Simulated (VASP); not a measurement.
Here is a VASP 6.6.1 calculation.

The input INCAR:

```
PREC     = Accurate       # precision mode
ENCUT    = 520            # plane-wave cutoff, eV
EDIFF    = 1E-7           # SCF threshold, eV
ISMEAR   = 0              # smearing method
SIGMA    = 0.02           # smearing width, eV
LREAL    = False          # projectors in reciprocal space
LASPH    = True           # aspherical terms in the spheres
NELM     = 60             # most SCF steps
ALGO     = Normal         # electronic algorithm
ISIF     = 2              # what is computed and relaxed
LWAVE    = False          # write WAVECAR
LCHARG   = True           # write CHGCAR
GGA      = PS             # functional
IVDW     = 12             # dispersion correction
LELF     = True           # ELF
LVHAR    = True         
NBANDS   = 35             # bands
```

File KPOINTS:

```
Automatic mesh
0
Gamma
  12 12 4
```

POSCAR

```
WSe2
1.0
    3.2638323793      0.0000000000      0.0000000000
   -1.6319161896      2.8265617542      0.0000000000
    0.0000000000      0.0000000000     12.8975543756
W Se
2 4
Direct
    0.6666666667      0.3333333333      0.2499969671
    0.3333333333      0.6666666667      0.7500030329
    0.3333333333      0.6666666667      0.3799333646
    0.6666666667      0.3333333333      0.8799396466
    0.3333333333      0.6666666667      0.1200603534
    0.6666666667      0.3333333333      0.6200666354
```

Potentials or basis: VASP PAW PBE potentials, release 64 (W_sv, Se).

Run with:

```sh
$ cat potpaw_PBE.64/W_sv/POTCAR potpaw_PBE.64/Se/POTCAR > POTCAR
$ mpirun -np 1 vasp_std > vasp.out
```

(1) Estimate the band gap on the k mesh.

(2) What does it give for the pressure?

Results:

(1) 0.91 eV (least direct gap 1.60 eV).

(2) -2.5 GPa.

Caveat: the PAW data sets were made with another functional, which shifts forces and pressure a little; spin-orbit coupling is left out, which moves the levels of the heavy elements.
